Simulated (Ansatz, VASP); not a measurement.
# One calculation of TiO, two programs

```
Ti O
1.0
     0.00000    2.30517    2.30517
     2.30517    0.00000    2.30517
     2.30517    2.30517    0.00000
Ti O
1 1
Direct
  0.00000 0.00000 0.00000
  0.25000 0.25000 0.25000
```

Alike in both runs: task single point; functional r2SCAN; k mesh 16 × 16 × 16; occupations gaussian, width 0.1 eV; no spin polarisation.

|  | VASP | Ansatz |
| --- | --- | --- |
| version | VASP 6.6.1 | Ansatz 0.2.0 |
| potentials or method | VASP PAW PBE potentials, release 64 (Ti_sv, O), cutoff 520 eV | scalar-relativistic, plane waves, PAW |
| valence electrons in the cell | 18 | 18 |

Ansatz gave:

| Property | Result |
| --- | --- |
| gap on the k mesh at the Fermi level (eV) | none |
| pressure (GPa) | -0.3 |

What did VASP give for the same quantities?

gap on the k mesh at the Fermi level (eV): none; pressure (GPa): 1.0.

VASP's potentials were made for PBE, not for r2SCAN. A gap of «none» marks a metal or a gap that the smearing closes.
